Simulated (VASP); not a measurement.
Set up this calculation in VASP 6.6.1, as the native input.

| Property | Result |
| --- | --- |
| Task | single point |
| Functional | LDA |
| Potentials or basis | VASP PAW LDA potentials, release 64 (Hg) |
| Cutoff | 520 eV |
| k mesh | 9 × 9 × 1 |
| Occupations | gaussian, width 0.1 eV |
| Spin | no spin polarisation |
| Dipole correction | yes |
| Further INCAR settings | ALGO = Normal; EDIFF = 1e-06; NBANDS = 38 |

The structure of Hg lies in POSCAR:

```
Hg
1.0
    3.4600009128      0.0000000029      0.0000000000
   -1.7300004589      2.9964486861      0.0000000000
    0.0000000000      0.0000000000     25.9360002222
Hg
5
Direct
    0.6666666667      0.3333333333      0.3277297936
    0.3333333333      0.6666666667      0.4138649020
    0.0000000000      0.0000000000      0.5013430274
    0.6666666667      0.3333333333      0.5891728491
    0.3333333333      0.6666666667      0.6788339282
```

The input as run:

INCAR

```
PREC = Accurate
ENCUT = 520
EDIFF = 1E-6
ISMEAR = 0
SIGMA = 0.1
LREAL = F
LASPH = T
NELM = 100
ALGO = Normal
ISIF = 2
LWAVE = F
LCHARG = T
LDIPOL = T
IDIPOL = 3
DIPOL = 0.5 0.5 0.502
LELF = T
LVHAR = T
LVACPOTAV = T
NBANDS = 38
```

KPOINTS

```
regular mesh
0
Gamma
  9 9 1
```

Potentials or basis: VASP PAW LDA potentials, release 64 (Hg).

Run with:

```sh
$ cat potpaw_LDA.64/Hg/POTCAR > POTCAR
$ mpirun -np 1 vasp_std > vasp.out
```

It gave:

```
Largest force          : 0.218 eV/Å
Band gap on the k mesh : zero (bands 30 and 31 overlap by 0.48 eV)
```

Caveat: spin-orbit coupling is left out, which moves the levels of the heavy elements.

Wall time 5 min on 1 thread of Oxide Virtual Turin-like Processor, with other jobs on the host, peak memory 0.29 GiB.
